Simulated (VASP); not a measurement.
Wanted: the native input for a VASP 6.6.1 run.

```yaml
Task: single point
Functional: LDA
Potentials_or_basis: VASP PAW LDA potentials, release 64 (Nb_sv, Tc_pv)
Cutoff: 520 eV
k_mesh: 11 × 11 × 7
Occupations: fermi-dirac, width 0.1 eV
Spin: no spin polarisation
Dipole_correction: no
Further_INCAR_settings: ALGO = Normal; EDIFF = 1e-06; NBANDS = 20
```

The structure of NbTc lies in POSCAR:

```
NbTc
1.0
    1.6347366630     -2.3581159956      0.0000000000
    1.6347366630      2.3581159956      0.0000000000
    0.0000000000      0.0000000000      4.5291855884
Nb Tc
1 1
Direct
    0.0000000000      0.0000000000      0.0000000000
    0.5000000000      0.5000000000      0.5000000000
```

One way to write it, as run:

INCAR

```
SYSTEM = NbTc
PREC = Accurate
ENCUT = 520
EDIFF = 1E-6
ISMEAR = -1
SIGMA = 0.1
LREAL = .FALSE.
LASPH = .TRUE.
NELM = 60
ALGO = Normal
ISIF = 2
LWAVE = .FALSE.
LCHARG = .TRUE.
LELF = .TRUE.
LVHAR = .TRUE.
NBANDS = 20
```

KPOINTS

```
Automatic mesh
0
G
  11 11 7
  0 0 0
```

Potentials or basis: VASP PAW LDA potentials, release 64 (Nb_sv, Tc_pv).

The run is started by

```sh
$ cat potpaw_LDA.64/Nb_sv/POTCAR potpaw_LDA.64/Tc_pv/POTCAR > POTCAR
$ mpirun -np 1 vasp_std > vasp.out
```

It gave:

```json
{
 "Pressure": "-25.7 GPa",
 "Band gap on the k mesh": "zero (band 13 reaches 12.48 eV, above the bottom of band 14 at 10.11 eV)"
}
```

It took 42 s on 1 thread of Intel(R) Xeon(R) Platinum 8488C (Sapphire Rapids) (shared host), peak memory 0.21 GiB.
